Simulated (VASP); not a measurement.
A run of VASP 6.6.1:

Contents of INCAR:

```
PREC     = Accurate       # precision mode
ENCUT    = 520            # plane-wave cutoff, eV
EDIFF    = 1E-6           # SCF threshold, eV
ISMEAR   = -1             # smearing method
SIGMA    = 0.05           # smearing width, eV
LREAL    = F              # projectors in reciprocal space
LASPH    = T              # aspherical terms in the spheres
NELM     = 150            # most SCF steps
ALGO     = Normal         # electronic algorithm
ISIF     = 2              # what is computed and relaxed
LWAVE    = F              # write WAVECAR
LCHARG   = T              # write CHGCAR
ISPIN    = 2              # spin polarisation
MAGMOM   = 0.463          # initial moments
LORBIT   = 11             # projections on sites
LMAXMIX  = 4              # l up to which the mixer works
GGA      = CA             # functional
LELF     = T              # ELF
LVHAR    = T            
NBANDS   = 15             # bands
```

Contents of KPOINTS:

```
regular mesh
0
Gamma
  23 23 23
```

The input POSCAR:

```
Ni
1.0
    2.2294604697      0.0000000000      0.0000000000
    0.0000000000      2.2294604697      0.0000000000
    0.0000000000      0.0000000000      2.2294604697
Ni
1
Direct
    0.0000000000      0.0000000000      0.0000000000
```

Potentials or basis: VASP PAW LDA potentials, release 64 (Ni).

Run with:

```sh
$ cat potpaw_LDA.64/Ni/POTCAR > POTCAR
$ mpirun -np 1 vasp_std > vasp.out
```

Hardware: 1 thread of Intel(R) Xeon(R) 6975P-C (Granite Rapids), on a shared host.

Problem. How long does it take, and how much memory?

Solution. Wall time 44 s on 1 thread of Intel(R) Xeon(R) 6975P-C (Granite Rapids), with other jobs on the host, peak memory 0.19 GiB. Counts: scf iterations 13, k points 364.
